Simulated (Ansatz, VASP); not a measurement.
# One calculation of HfSi3O2, two programs

```
Hf Si O
1.0
    -2.65500    2.60700   -0.00107
    -2.65500   -2.60700   -0.00107
    -1.32860    0.00000   12.35708
Hf Si O
2 6 4
Cartesian
  -1.9916 0.0000 8.4526
  -4.6470 0.0000 3.9024
  -3.3193 1.3009 6.1775
  -3.3193 -1.3009 6.1775
  -3.3196 -1.3068 11.1686
  -3.3196 1.3068 11.1686
  -3.3190 1.3068 1.1864
  -3.3190 -1.3068 1.1864
  -3.3192 -1.3037 9.4056
  -3.3192 1.3037 9.4056
  -3.3194 1.3037 2.9493
  -3.3194 -1.3037 2.9493
```

Alike in both runs: task single point; functional PBE; k mesh 6 × 6 × 2; occupations gaussian, width 0.2 eV; no spin polarisation.

```csv
,VASP,Ansatz
version,VASP 6.6.1,Ansatz 0.2.0
potentials or method,"VASP PAW PBE potentials, release 64 (Hf_pv, Si, O), cutoff 520 eV","scalar-relativistic, plane waves, PAW"
valence electrons in the cell,68,100
```

|  | VASP | Ansatz | Ansatz less VASP |
| --- | --- | --- | --- |
| gap on the k mesh at the Fermi level (eV) | none | none | - |
| pressure (GPa) | -0.6 | 0.2 | +0.83 |
| traceless stress, the component that is largest in VASP (GPa) | -0.30 | -0.53 | -0.232 |
| rms of the force components (eV/Å) | 0.098 | 0.043 | -0.0543 |

Atom by atom the forces differ by 0.069 eV/Å (rms over components). A gap of «none» marks a metal or a gap that the smearing closes. VASP's potentials hold 68 valence electrons a cell and Ansatz's 100, so a difference there can come from the potentials and not from the codes.

Spin-orbit coupling is off throughout.
